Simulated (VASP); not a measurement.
Here is a VASP 6.6.1 calculation.

INCAR

```
PREC = Accurate
ENCUT = 600
EDIFF = 1E-7
ISMEAR = -1
SIGMA = 0.05
LREAL = False
LASPH = True
NELM = 60
ALGO = Normal
ISIF = 3
LWAVE = False
LCHARG = False
GGA = PE
IBRION = 2
NSW = 60
EDIFFG = -0.01
PSTRESS = 200.0
```

The input KPOINTS:

```
Automatic mesh
0
Gamma
  9 9 9
```

POSCAR

```
LiBe
1.0
    2.8111530000      0.0000000000      0.0000000000
    0.0000000000      2.8111530000      0.0000000000
    0.0000000000      0.0000000000      2.8111530000
Be Li
1 1
Direct
    0.5000000000      0.5000000000      0.5000000000
    0.0000000000      0.0000000000      0.0000000000
```

Potentials or basis: VASP PAW PBE potentials, release 64 (Be, Li_sv).

Launch:

```bash
$ cat potpaw_PBE.64/Be/POTCAR potpaw_PBE.64/Li_sv/POTCAR > POTCAR
$ mpirun -np 1 vasp_std > vasp.out
```

(1) Predict the space group after relaxing (to 0.05 Å).

(2) Estimate the relaxed cell.

Results:

(1) Pm-3m (No. 221).

(2) a = 2.582 Å, b = 2.582 Å, c = 2.582 Å, α = 90.00°, β = 90.00°, γ = 90.00°.
